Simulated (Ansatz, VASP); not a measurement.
## One calculation of LiF, two programs

INCAR

```
PREC     = Accurate       # precision mode
ENCUT    = 520            # plane-wave cutoff, eV
EDIFF    = 1E-7           # SCF threshold, eV
ISMEAR   = 0              # smearing method
SIGMA    = 0.05           # smearing width, eV
LREAL    = False          # projectors in reciprocal space
LASPH    = True           # aspherical terms in the spheres
NELM     = 80             # most SCF steps
ALGO     = Normal         # electronic algorithm
ISIF     = 2              # what is computed and relaxed
LWAVE    = False          # write WAVECAR
LCHARG   = False          # write CHGCAR
GGA      = PS             # functional
NBANDS   = 12             # bands
```

Contents of KPOINTS:

```
Automatic mesh
0
Gamma
  10 10 10
```

The input POSCAR:

```
LiF
1.0
    0.0000000000      2.0140000000      2.0140000000
    1.9384750000      0.0000000000      2.0140000000
    1.9384750000      2.0140000000      0.0000000000
Li F
1 1
Direct
    0.0000000000      0.0000000000      0.0000000000
    0.5000000000      0.5000000000      0.5000000000
```

Input for Ansatz:

```yaml
crystal:
  lattice:
    - [0.0, 2.014, 2.014]
    - [1.938475, 0.0, 2.014]
    - [1.938475, 2.014, 0.0]
  atoms:
    - { symbol: Li, position: [0.0, 0.0, 0.0] }
    - { symbol: F, position: [0.5, 0.5, 0.5] }
basis:
  ecutwfc: 420
kpoints:
  mp_grid: { grid: [10, 10, 10] }
hamiltonian:
  xc: pbesol
scf:
  occupations: { method: gaussian, width: 0.05 }
output:
  forces: true
  stress: true
  eigenvalues: true
```

Change from the starting cell: strain -0.0375 x Voigt [1, 0, 0, 0, 0, 0], atoms carried along.

Alike in both runs: task single point; functional PBEsol; k mesh 10 × 10 × 10; occupations gaussian, width 0.05 eV; no spin polarisation.

|  | VASP | Ansatz |
| --- | --- | --- |
| version | VASP 6.6.1 | Ansatz 0.2.0 |
| potentials or method | VASP PAW PBE potentials, release 64 (Li_sv, F), cutoff 520 eV | scalar-relativistic, plane waves, PAW |
| valence electrons in the cell | 10 | 10 |

VASP gave:

- gap on the k mesh at the Fermi level (eV): 9.23
- least direct gap on the mesh (eV): 9.23

Question: Which values does Ansatz return?

Answer: gap on the k mesh at the Fermi level (eV): 9.22; least direct gap on the mesh (eV): 9.22.

VASP's potentials were made for PBE, not for PBEsol.

Noted on VASP's run: the cutoff is short for stress, so the pressure is rough.
